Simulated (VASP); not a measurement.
Set up this calculation in VASP 6.6.1, as the native input.

```yaml
Task: single point
Functional: BLYP
Potentials_or_basis: VASP PAW PBE potentials, release 64 (B)
Cutoff: 520 eV
k_mesh: 23 × 23 × 2
Occupations: fermi-dirac, width 0.1 eV
Spin: no spin polarisation
Dipole_correction: no
Further_INCAR_settings: ALGO = Normal; EDIFF = 1e-06; NBANDS = 14
```

The structure of B lies in POSCAR:

```
B
1.0
    1.6699646775      0.0000000000      0.0000000000
   -0.8349823388      1.4462318341      0.0000000000
    0.0000000000      0.0000000000     20.7278664216
B
4
Direct
    0.0000000000      1.0000000000      0.0000000000
    0.0000000000      1.0000000000      0.5000000000
    0.3333333333      0.6666666667      0.2500000000
    0.6666666667      0.3333333333      0.7500000000
```

This cell differs from its parent crystal: volume scaled by 0.92.

The input as run:

INCAR

```
SYSTEM = B
AGGAC = 1.0
AGGAX = 1.0
ALDAC = 0.0
ALDAX = 1.0
ALGO = Normal
EDIFF = 1E-6
ENCUT = 520
GGA = B5
ISIF = 2
ISMEAR = -1
LASPH = .TRUE.
LCHARG = .FALSE.
LREAL = .FALSE.
LWAVE = .FALSE.
NBANDS = 14
NELM = 100
PREC = Accurate
SIGMA = 0.1
```

KPOINTS

```
k-points
0
G
  23 23 2
  0 0 0
```

Potentials or basis: VASP PAW PBE potentials, release 64 (B).

Launch:

```sh
$ cat potpaw_PBE.64/B/POTCAR > POTCAR
$ mpirun -np 1 vasp_std > vasp.out
```

It gave:

The pressure is 10.5 GPa and the band gap on the k mesh is zero (band 6 reaches 6.85 eV, above the bottom of band 7 at -4.78 eV).

Caveat: the PAW data sets were made with another functional, which shifts forces and pressure a little; this functional lacks dispersion, which binds the layers, so the pressure and a relaxed spacing across them are unreliable.

Run time: 42 s on 1 thread of AMD EPYC 9R45 96-Core Processor (Zen 5), on a shared host, peak memory 0.16 GiB.
